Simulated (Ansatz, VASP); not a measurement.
# PtSe2 in VASP and in Ansatz

```
Pt Se
1.0
     3.72866    0.00000    0.00000
    -1.86433    3.22911    0.00000
     0.00000    0.00000    5.27703
Pt Se
1 2
Direct
  0.00000 0.00000 0.00000
  0.33333 0.66667 0.24622
  0.66667 0.33333 0.75378
```

Alike in both runs: task single point; functional PBE; k mesh 12 × 12 × 6; occupations fermi-dirac, width 0.02 eV; no spin polarisation.

|  | VASP | Ansatz |
| --- | --- | --- |
| version | VASP 6.6.1 | Ansatz 0.2.0 |
| potentials or method | VASP PAW PBE potentials, release 64 (Pt, Se) | plane waves, PAW |
| plane-wave cutoff (eV) | 520 | 420 |
| valence electrons in the cell | 22 | 50 |

```csv
,VASP,Ansatz,Ansatz less VASP
pressure (GPa),3.8,3.8,+0.02
"traceless stress, the component that is largest in VASP (GPa)",-1.16,-1.15,+0.008
rms of the force components (eV/Å),0.081,0.080,-0.0015
```

Atom by atom the forces differ by 0.002 eV/Å (rms over components). VASP's potentials hold 22 valence electrons a cell and Ansatz's 50, so a difference there can come from the potentials and not from the codes.

Spin-orbit coupling is off throughout.
